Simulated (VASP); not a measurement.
Runs of VASP 6.6.1 on HfGe3. The structure is that of space group Pm-3m (No. 221), or close to it. The cells are those of the table. 

| task | cell | k mesh | cutoff (eV) | k mesh for the DOS | occupations for the DOS | gap on the mesh (eV) | pressure (GPa) |
| --- | --- | --- | --- | --- | --- | --- | --- |
| relaxation of cell and atoms | relaxed from a = 4.557 Å, 4 atoms | 4 × 4 × 4 | 600 | - | - | none | 0.1 |
| single point | a = 5.199 Å, 4 atoms | 10 × 10 × 10 | 520 | - | - | none | (a) |
| single point | a = 5.194 Å, 4 atoms | 4 × 4 × 4 | 520 | - | - | none | 0.5 |
| single point | a = 4.557 Å, 4 atoms | 4 × 4 × 4 | 520 | - | - | none | 34.2 |

Alike in all rows: level PBE; potentials or basis VASP PAW PBE potentials, release 64 (Hf_pv, Ge_d); no spin polarisation; smearing gaussian 0.1 eV.

Problem. Fill in the values left out.

Solution. (a) 0.0.

Caveats: spin-orbit coupling is left out, which moves the levels of the heavy elements.

A k mesh can miss the band edges, and the runs leave out spin-orbit coupling on Ge, Hf.

A gap of «none» marks levels without a gap at the run's occupations.
